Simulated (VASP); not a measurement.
# Sr7O8 (a cell with a defect) in VASP: single point with PBE

Aim: the single point of Sr7O8 (a cell with a defect) with PBE.

Everything below comes from runs of VASP 6.6.1. Logs are shortened: lines on timing, memory, paths and dates and some standing lists are left out, and cuts for length are marked.

## Step 1: The cell of the first run

The cell holds a defect, 15 atoms: a = 7.306 Å, b = 7.306 Å, c = 7.306 Å, α = 60.00°, β = 60.00°, γ = 60.00°.

## Step 2: Single point, PBE

File INCAR:

```
SYSTEM = Sr7O8
PREC = Accurate
ENCUT = 520
EDIFF = 1E-7
ISMEAR = -1
SIGMA = 0.05
LREAL = Auto
LASPH = .TRUE.
NELM = 100
ALGO = Normal
ISIF = 2
LWAVE = .FALSE.
LCHARG = .FALSE.
GGA = PE
NBANDS = 72
```

File KPOINTS:

```
Automatic mesh
0
G
  3 3 3
  0 0 0
```

File POSCAR:

```
Sr7O8
1.0
    0.0000000000      5.1662960000      5.1662960000
    5.1662960000      0.0000000000      5.1662960000
    5.1662960000      5.1662960000      0.0000000000
Sr O
7 8
Direct
    0.2647871899      0.2172864273      0.2503894473
    0.2525191162      0.2492059108      0.7513660657
    0.2648229021      0.7482959745      0.7193036365
    0.7318840229      0.2812334988      0.2522761956
    0.7470861135      0.2492276865      0.7513504840
    0.8665505229      0.7492221700      0.2513043194
    0.7318888620      0.7501655925      0.7833069379
   -0.0011153058      0.0376838648     -0.0370551745
   -0.0262338821      0.0076592592      0.5097648296
    0.0057606068      0.5071889028      0.0092875050
   -0.0011164672      0.4608146726      0.5397857575
    0.5087524989      0.0196250854     -0.0190461406
    0.5216407461     -0.0087146575      0.4933953649
    0.4905811630      0.4908271806     -0.0070790563
    0.5086998500      0.4787549920      0.5218113712
```

Potentials or basis: VASP PAW PBE potentials, release 64 (Sr_sv, O).

The run is started by

```
$ cat potpaw_PBE.64/Sr_sv/POTCAR potpaw_PBE.64/O/POTCAR > POTCAR
$ mpirun -np 1 vasp_std > vasp.out
```

OUTCAR:

```text
SYSTEM = Sr7O8
   PREC = Accurate
   ENCUT = 520
   EDIFF = 1E-7
   ISMEAR = -1
   LREAL = Auto
   LASPH = .TRUE.
   NELM = 100
   ISIF = 2
   GGA = PE

 ion  position               nearest neighbor table
   1  0.265  0.217  0.250-  12 2.43  14 2.59  13 2.59  10 2.60   9 2.60  11 2.76   3 3.43   6 3.50
                             2 3.58   5 3.59   4 3.68   4 3.68   5 3.73   2 3.74   3 3.88   6 4.00
   2  0.253  0.249  0.751-   8 2.41  11 2.41  15 2.51  12 2.51  13 2.67  10 2.67   1 3.58   7 3.58
                             3 3.58   4 3.58   5 3.61   5 3.69   4 3.74   3 3.74   7 3.74   1 3.74
   3  0.265  0.748  0.719-  15 2.43  14 2.59  13 2.59  10 2.60   9 2.60   8 2.76   1 3.43   6 3.50
                             2 3.58   5 3.59   7 3.68   7 3.68   5 3.73   2 3.74   1 3.88   6 4.00
   4  0.732  0.281  0.252-  15 2.43   9 2.59  10 2.59  13 2.60  14 2.60   8 2.76   7 3.43   6 3.50
                             2 3.58   5 3.59   1 3.68   1 3.68   5 3.73   2 3.74   7 3.88   6 4.00
   5  0.747  0.249  0.751-  11 2.40   8 2.40  15 2.42  12 2.42   9 2.50  14 2.50   1 3.59   3 3.59
                             4 3.59   7 3.59   2 3.61   2 3.69   7 3.73   4 3.73   1 3.73   3 3.73
   6  0.867  0.749  0.251-   8 2.32  11 2.32  10 2.61  13 2.61  12 3.28  15 3.28   1 3.50   3 3.50
                             7 3.50   4 3.50   5 3.76   5 3.76   4 4.00   7 4.00   3 4.00   1 4.00
   7  0.732  0.750  0.783-  12 2.43   9 2.59  10 2.59  13 2.60  14 2.60  11 2.76   4 3.43   6 3.50
                             2 3.58   5 3.59   3 3.68   3 3.68   5 3.73   2 3.74   4 3.88   6 4.00
   8  0.999  0.038  0.963-   6 2.32   5 2.40   2 2.41   4 2.76   3 2.76
   9  0.974  0.008  0.510-   5 2.50   7 2.59   4 2.59   3 2.60   1 2.60
  10  0.006  0.507  0.009-   4 2.59   7 2.59   1 2.60   3 2.60   6 2.61   2 2.67
  11  0.999  0.461  0.540-   6 2.32   5 2.40   2 2.41   7 2.76   1 2.76
  12  0.509  0.020  0.981-   5 2.42   1 2.43   7 2.43   2 2.51   6 3.28
  13  0.522  0.991  0.493-   3 2.59   1 2.59   7 2.60   4 2.60   6 2.61   2 2.67
  14  0.491  0.491  0.993-   5 2.50   1 2.59   3 2.59   7 2.60   4 2.60
  15  0.509  0.479  0.522-   5 2.42   3 2.43   4 2.43   2 2.51   6 3.28

  LATTYP: Found a face centered cubic cell.
 ALAT       =    10.3325920000

  Lattice vectors:

 A1 = (   0.0000000000,   5.1662960000,   5.1662960000)
 A2 = (   5.1662960000,   0.0000000000,   5.1662960000)
 A3 = (   5.1662960000,   5.1662960000,   0.0000000000)

Analysis of symmetry for initial positions (statically):
=====================================================================
 Subroutine PRICEL returns:
 Original cell was already a primitive cell.

 Routine SETGRP: Setting up the symmetry group for a
 face centered cubic supercell.

 Subroutine GETGRP returns: Found  1 space group operations
 (whereof  1 operations were pure point group operations)
 out of a pool of 48 trial point group operations.

The static configuration has the point symmetry C_1 .

Analysis of symmetry for dynamics (positions and initial velocities):
=====================================================================
 Subroutine PRICEL returns:
 Original cell was already a primitive cell.

 Routine SETGRP: Setting up the symmetry group for a
 face centered cubic supercell.

 Subroutine GETGRP returns: Found  1 space group operations
 (whereof  1 operations were pure point group operations)
 out of a pool of 48 trial point group operations.

The dynamic configuration has the point symmetry C_1 .

 Subroutine INISYM returns: Found  1 space group operations
 (whereof  1 operations are pure point group operations),
 and found     1 'primitive' translations

----------------------------------------------------------------------------------------

                                     Primitive cell

  volume of cell :     275.7832

  direct lattice vectors                    reciprocal lattice vectors
     0.000000000  5.166296000  5.166296000    -0.096781137  0.096781137  0.096781137
     5.166296000  0.000000000  5.166296000     0.096781137 -0.096781137  0.096781137
     5.166296000  5.166296000  0.000000000     0.096781137  0.096781137 -0.096781137

  length of vectors
     7.306245870  7.306245870  7.306245870     0.167629846  0.167629846  0.167629846

  position of ions in fractional coordinates (direct lattice)
     0.264787190  0.217286427  0.250389447
     0.252519116  0.249205911  0.751366066
[... 55 lines left out ...]

 Found     14 irreducible k-points:

 Following reciprocal coordinates:
            Coordinates               Weight
  0.000000  0.000000  0.000000      1.000000
  0.333333  0.000000  0.000000      2.000000
  0.000000  0.333333  0.000000      2.000000
  0.000000  0.000000  0.333333      2.000000
  0.333333  0.333333  0.333333      2.000000
  0.333333  0.333333  0.000000      2.000000
  0.000000  0.333333  0.333333      2.000000
  0.333333  0.000000  0.333333      2.000000
 -0.333333  0.333333  0.000000      2.000000
  0.000000 -0.333333  0.333333      2.000000
  0.333333  0.000000 -0.333333      2.000000
  0.333333  0.333333 -0.333333      2.000000
 -0.333333  0.333333 -0.333333      2.000000
  0.333333 -0.333333 -0.333333      2.000000
   k-points           NKPTS =     14   k-points in BZ     NKDIM =     14   number of bands    NBANDS=     72
   number of dos      NEDOS =    301   number of ions     NIONS =     15
   total plane-waves  NPLWV = 157464
   dimension x,y,z NGX =    54 NGY =   54 NGZ =   54
   dimension x,y,z NGXF=   108 NGYF=  108 NGZF=  108
   ions per type =               7   8
   NGX,Y,Z   is equivalent  to a cutoff of  12.29, 12.29, 12.29 a.u.
   NGXF,Y,Z  is equivalent  to a cutoff of  24.57, 24.57, 24.57 a.u.
 SYSTEM =  Sr7O8
   PREC   = accura    normal or accurate (medium, high low for compatibility)
   ISTART =      0    job   : 0-new  1-cont  2-samecut
   ICHARG =      2    charge: 1-file 2-atom 10-const
   ISPIN  =      1    spin polarized calculation?
   LNONCOLLINEAR =      F non collinear calculations
   LSORBIT =      F    spin-orbit coupling
   LASPH  =      T    aspherical Exc in radial PAW
   ENCUT  =  520.0 eV  38.22 Ry    6.18 a.u.  13.58 13.58 13.58*2*pi/ulx,y,z
   NELM   =    100;   NELMIN=  2; NELMDL= -5     # of ELM steps
   EDIFF  = 0.1E-06   stopping-criterion for ELM
   LREAL  =      T    real-space projection
   EDIFFG = 0.1E-05   stopping-criterion for IOM
   NSW    =      0    number of steps for IOM
   IBRION =     -1    ionic relax: 0-MD 1-quasi-New 2-CG
   NFREE  =      0    steps in history (QN), initial steepest desc. (CG)
   ISIF   =      2    stress and relaxation
   ISYM   =      2    0-nonsym 1-usesym 2-fastsym
   POTIM  = 0.5000    time-step for ionic-motion
   TEBEG  =    0.0;   TEEND  =   0.0 temperature during run
   PSTRESS=    0.0 pullay stress
   NELECT =     118.0000    total number of electrons
   NUPDOWN=      -1.0000    fix difference up-down
   EMIN   =  10.00;   EMAX   =-10.00  energy-range for DOS
   EFERMI =   0.00;   METHOD = LEGACY
   ISMEAR =    -1;   SIGMA  =   0.05  broadening in eV -4-tet -1-fermi 0-gaus
   EFERMI_NEDOS =   21; number of points for ismear=-14 and -15
   IALGO  =     38    algorithm
   IMIX   =      4    mixing-type and parameters
     AMIX     =   0.40;   BMIX     =  1.00
     AMIX_MAG =   1.60;   BMIX_MAG =  1.00
  volume/ion in A,a.u.               =      18.39       124.07
  Fermi-wavevector in a.u.,A,eV,Ry     =   1.233615  2.331194 20.705418  1.521805
  Thomas-Fermi vector in A             =   2.368338
   LORBIT       =      0    0 simple, 1 ext, 2 COOP (PROOUT), +10 PAW based schemes
   GGA     = PE    functional components
   LHFCALC =     F    Hartree Fock is set to
   AEXX    =    0.0000 exact exchange contribution
   IVDW    =     0    specifies the selected vdW correction
   LEPSILON=     F    determine dielectric tensor
   LRPA    =     F    only Hartree local field effects (RPA)
 non-spin polarized calculation
  energy-cutoff  :      520.00
  volume of cell :      275.78
 maximum number of plane-waves:      7428
 NGX is ok and might be reduce to    54
   NGX = 27   NGY = 27   NGZ = 27

 number of electron     118.0000011 magnetization

 Free energy of the ion-electron system (eV)
  ---------------------------------------------------
  ext. energy  EPLUGINS =         0.00000000
  ---------------------------------------------------
  free energy    TOTEN  =       -86.54120229 eV

  energy without entropy =      -86.37998209  energy(sigma->0) =      -86.46059219

 E-fermi :   0.6389     XC(G=0):  -9.3923

 val. band max:        0.6381722625   @ k =   0.3333   0.0000   0.3333
 cond. band min:       0.6393888502   @ k =   0.0000   0.0000   0.0000
 fundamental gap:      0.0012165877
 Fermi energy:         0.6388545449

 k-point     1 :       0.0000    0.0000    0.0000
  band No.  band energies     occupation
      1     -31.7457      2.00000
      2     -31.6347      2.00000
      3     -31.6026      2.00000
      4     -31.5899      2.00000
      5     -31.5565      2.00000
      6     -31.1755      2.00000
[... 1025 lines left out ...]
     70       7.3667      0.00000
     71       7.6584      0.00000
 [bands above 71 left out]

------------------------ aborting loop because EDIFF is reached ----------------------------------------

  FORCE on cell =-STRESS in cart. coord.  units (eV):
  Direction    XX          YY          ZZ          XY          YZ          ZX
  --------------------------------------------------------------------------------------
  -------------------------------------------------------------------------------------
  Total        2.5837492      5.2194215      5.2221892      0.0003270     -2.1660857     -0.0005027
  in kB       15.0104284     30.3225068     30.3385859      0.0018998    -12.5839899     -0.0029205
  external PRESSURE =      25.2238404 kB  Pullay stress =       0.0000000 kB

 VOLUME and BASIS-vectors are now :
 -----------------------------------------------------------------------------
  energy-cutoff  :      520.00
  volume of cell :      275.78
      direct lattice vectors                 reciprocal lattice vectors
     0.000000000  5.166296000  5.166296000    -0.096781137  0.096781137  0.096781137
     5.166296000  0.000000000  5.166296000     0.096781137 -0.096781137  0.096781137
     5.166296000  5.166296000  0.000000000     0.096781137  0.096781137 -0.096781137

 POSITION                                       TOTAL-FORCE (eV/Angst)
 -----------------------------------------------------------------------------------
      2.41615      2.66156      2.49054         0.083710      0.003498      0.057670
      5.16925      5.18637      2.59206        -0.000235      0.020728      0.020309
      7.58205      5.08429      5.23407         0.084381      0.058355      0.001913
      2.75627      5.08446      5.23406        -0.084062      0.058363      0.000768
      5.16928      7.74137      5.14725         0.000255      0.073083      0.071998
      5.16902      5.77517      8.34756         0.001449     -0.762728     -0.762327
      7.92237      7.82795      7.65673        -0.083797      0.001861      0.058181
      5.16954     10.13539      5.35522        -0.000799      0.155873     -0.013208
      2.67317      7.66436      5.07033         0.132474      0.089328      0.087600
      2.66827      0.07774      2.65005         0.014152     -0.002448     -0.001061
      5.16940      7.94922      7.54123        -0.000196     -0.013033      0.159422
      5.16929      7.69626      2.72976        -0.000548      0.160351      0.069931
      7.67030      5.24398      7.81622        -0.016603     -0.001274      0.000542
      7.66548      7.66421      5.07025        -0.131864      0.087072      0.087727
      5.16922      5.32393      5.10148         0.001683      0.070971      0.160534
 -----------------------------------------------------------------------------------
    total drift:                               -0.001146      0.013204      0.014914

  FREE ENERGIE OF THE ION-ELECTRON SYSTEM (eV)
  ---------------------------------------------------
  free  energy   TOTEN  =       -86.5412022895 eV

  energy  without entropy=      -86.3799820879  energy(sigma->0) =      -86.46059219
```

Wall time 14 min (1 thread of Intel Xeon Platinum 8488C (Sapphire Rapids), shared host); peak memory 0.46 GiB.

What came out:

* Free energy: -86.5412 eV
* Pressure: 2.5 GPa
* Largest force: 1.078 eV/Å
* Band gap on the k mesh: zero (bands 59 and 60 overlap by 0.06 eV)

Forces in eV/Å, atoms in the order of the input:
```
Sr   0.084  0.003  0.058
Sr   0.000  0.021  0.020
Sr   0.084  0.058  0.002
Sr  -0.084  0.058  0.001
Sr   0.000  0.073  0.072
Sr   0.001 -0.763 -0.762
Sr  -0.084  0.002  0.058
O   -0.001  0.156 -0.013
O    0.132  0.089  0.088
O    0.014 -0.002 -0.001
O    0.000 -0.013  0.159
O   -0.001  0.160  0.070
O   -0.017 -0.001  0.001
O   -0.132  0.087  0.088
O    0.002  0.071  0.161
```
